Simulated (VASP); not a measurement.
# BaO (Fm-3m) in VASP: notebook, part 2 of 2

VASP 6.6.1. The steps go on from the part before.

### Step 3. G0W0 quasiparticle levels, PBE

Contents of POSCAR:

```
BaO
1.0
    0.0000000000      2.7719426831      2.7719426831
    2.7719426831      0.0000000000      2.7719426831
    2.7719426831      2.7719426831      0.0000000000
Ba O
1 1
Direct
    0.0000000000      0.0000000000      0.0000000000
    0.5000000000      0.5000000000      0.5000000000
```

Contents of INCAR.step1:

```
SYSTEM = BaO
ALGO = Normal ; EDIFF = 1E-8
ENCUT = 500 ; GGA = PE
ISMEAR = 0 ; LASPH = .TRUE.
LCHARG = .FALSE. ; LREAL = .FALSE.
LWAVE = .TRUE. ; NELM = 100
PREC = Accurate ; SIGMA = 0.01
```

Contents of INCAR.step2:

```
SYSTEM = BaO
ALGO = Exact ; EDIFF = 1E-8
ENCUT = 500 ; GGA = PE
ISMEAR = 0 ; ISTART = 1
LASPH = .TRUE. ; LCHARG = .FALSE.
LOPTICS = .TRUE. ; LREAL = .FALSE.
LWAVE = .TRUE. ; NBANDS = 68
NELM = 1 ; PREC = Accurate
SIGMA = 0.01
```

Contents of INCAR.step3:

```
SYSTEM = BaO
ALGO = EVGW0 ; EDIFF = 1E-8
ENCUT = 500 ; ENCUTGW = 80.0
GGA = PE ; ISMEAR = 0
ISTART = 1 ; LASPH = .TRUE.
LCHARG = .FALSE. ; LREAL = .FALSE.
LWAVE = .FALSE. ; NBANDS = 68
NBANDSGW = 16 ; NELMGW = 1
NOMEGA = 48 ; PREC = Accurate
PRECFOCK = Fast ; SIGMA = 0.01
```

Contents of KPOINTS:

```
k-points
0
G
  4 4 4
  0 0 0
```

Potentials or basis: VASP PAW PBE potentials, release 64 (Ba_sv_GW, O_GW).

Command:

```sh
> cat potpaw_PBE.64/Ba_sv_GW/POTCAR potpaw_PBE.64/O_GW/POTCAR > POTCAR
> cp INCAR.step1 INCAR
> mpirun -np 1 vasp_std > vasp.out
> cp INCAR.step2 INCAR
> mpirun -np 1 vasp_std > vasp.out
> cp INCAR.step3 INCAR
> mpirun -np 1 vasp_std > vasp.out
```

OUTCAR:

```text
SYSTEM = BaO
   EDIFF = 1E-8
   ENCUT = 500
   ENCUTGW = 80.0
   GGA = PE
   ISMEAR = 0
   ISTART = 1
   LASPH = .TRUE.
   LREAL = .FALSE.
   NELMGW = 1
   PREC = Accurate
   PRECFOCK = Fast

 ion  position               nearest neighbor table
   1  0.000  0.000  0.000-
   2  0.500  0.500  0.500-

  LATTYP: Found a face centered cubic cell.
 ALAT       =     5.5438853662

  Lattice vectors:

 A1 = (   0.0000000000,   2.7719426831,   2.7719426831)
 A2 = (   2.7719426831,   0.0000000000,   2.7719426831)
 A3 = (   2.7719426831,   2.7719426831,   0.0000000000)

Analysis of symmetry for initial positions (statically):
=====================================================================
 Subroutine PRICEL returns:
 Original cell was already a primitive cell.

 Routine SETGRP: Setting up the symmetry group for a
 face centered cubic supercell.

[... 125 lines left out ...]
   LORBIT       =      0    0 simple, 1 ext, 2 COOP (PROOUT), +10 PAW based schemes
   GGA     = PE    functional components
   LHFCALC =     T    Hartree Fock is set to
   PRECFOCK=fast      Normal, Fast or Accurate (Low or Medium for compatibility)
   ENCUT4O =  -1.0   cutoff for four orbital integrals eV
   NKREDX  =     1    reduce k-point grid by
   NKREDY  =     1    reduce k-point grid by
   NKREDZ  =     1    reduce k-point grid by
   AEXX    =    1.0000 exact exchange contribution
   HFSCREEN=    0.0000 screening length (either q_TF or 0.3 A-1)
   HFSCREENC=   0.0000 screening length for correlation (either q_TF or 0.3 A-1)
   ENCUTFOCK=  -1.0 apply spherical cutoff to Coloumb kernel
   IVDW    =     0    specifies the selected vdW correction
   LEPSILON=     F    determine dielectric tensor
   LRPA    =     F    only Hartree local field effects (RPA)
   LRPAFORCE           =     F    calculate RPA forces
   ENCUTGW             =  80.0    cutoff for response function in eV
   ENCUTGWSOFT         =  64.0    soft cutoff for Coulomb kernel in GW response function in eV
   ENCUTLF             =  -1.0    cutoff for local field effects
   NELMGW              =     1    number of iterations in solving QP/BSE equation
   NELMHF              =     1    number of iterations in the inner HF iteration
   NKREDLFX            =     1    NKREDLFY  =   1   NKREDLFZ  =   1
 non-spin polarized calculation
 Gauss-broadening in eV      SIGMA  =   0.01
  energy-cutoff  :      500.00
  volume of cell :       42.60
 maximum number of plane-waves:      1106
 NGX is ok and might be reduce to    30
  NGX = 16; NGY = 16; NGZ = 16
   NGX = 15   NGY = 15   NGZ = 15
 maximum number of plane-waves:        76
 NGX is ok and might be reduce to    14

 QP shifts <psi_nk| G(iteration)W_0 |psi_nk>: iteration 1
 for sc-GW calculations column KS-energies equals QP-energies in previous step
 and V_xc(KS)=  KS-energies - (<T + V_ion + V_H > + <T+V_H+V_ion>^1  + <V_x>^1)

 k-point   1 :       0.0000    0.0000    0.0000
  band No.  KS-energies  QP-energies   sigma(KS)   V_xc(KS)     V^pw_x(r,r')   Z            occupation Imag(sigma)

      1     -21.4911     -22.2080     -16.1082     -15.0356     -24.4402       0.6684       2.0000       1.4412
      2     -10.6863     -12.0289     -21.6129     -19.4972     -30.7083       0.6346       2.0000       0.8100
      3      -6.0148      -7.2625     -15.8739     -14.2700     -19.3141       0.7780       2.0000       0.2377
      4      -6.0148      -7.2625     -15.8739     -14.2700     -19.3141       0.7780       2.0000       0.2377
      5      -6.0148      -7.2625     -15.8739     -14.2700     -19.3141       0.7780       2.0000       0.2377
      6       3.8863       3.4620     -18.6684     -18.0785     -23.1870       0.7193       2.0000       0.1781
[... 135 lines left out ...]
      2     -11.0544     -12.3882     -21.0418     -18.9349     -30.1369       0.6331       2.0000       0.8190
      3      -7.0686      -8.4198     -15.2288     -13.4763     -19.0071       0.7710       2.0000       0.3449
      4      -7.0686      -8.4198     -15.2288     -13.4763     -19.0071       0.7710       2.0000       0.3449
      5      -6.0913      -7.3645     -16.1941     -14.5574     -19.7747       0.7779       2.0000       0.2395
      6       2.9889       2.4177     -17.5135     -16.7135     -22.0450       0.7140       2.0000       0.2118
[... 8 lines left out ...]
     15      14.1306      15.6125      -9.8642     -11.7619      -5.3292       0.7809       0.0000      -0.3125
     16      14.5128      16.9798      -9.9934     -13.1889      -5.2285       0.7720       0.0000      -0.2048
```

OUTCAR.step2:

```text
SYSTEM = BaO
   EDIFF = 1E-8
   ENCUT = 500
   GGA = PE
[... 722 lines left out ...]
  --------------------------------------------------------------------------------------------------------------
     0.00000     4.52063     4.52063     4.52063    -0.00000    -0.00000     0.00000
     1.05732     4.65891     4.65891     4.65891    -0.00000    -0.00000     0.00000
     2.11463     5.78462     5.78462     5.78462    -0.00000    -0.00000     0.00000
     3.17195     5.84981     5.84981     5.84981    -0.00000    -0.00000     0.00000
     4.22927     5.25221     5.25221     5.25221    -0.00000    -0.00000     0.00000
     5.28659     6.84007     6.84007     6.84007     0.00000     0.00000    -0.00000
[... 92 lines left out ...]
   103.61711     0.95217     0.95217     0.95217     0.00000    -0.00000     0.00000
   104.67443     0.95321     0.95321     0.95321     0.00000    -0.00000     0.00000
```

Run time: 79 s. Hardware: 1 thread of AMD EPYC 9R45 (Zen 5), shared host; peak memory 0.37 GiB.

Results:

- Band gap on the k mesh, mean-field level: 2.05 eV, direct
- Quasiparticle gap: 3.03 eV
- Least direct quasiparticle gap: 3.03 eV

Caveat: the k points lie up to 0.49 Å⁻¹ apart; bands, screening cutoff and mesh are small and nothing is extrapolated, so the quasiparticle values aren't converged; spin-orbit coupling is left out, which moves the levels of the heavy elements. A k mesh can miss the band edges.
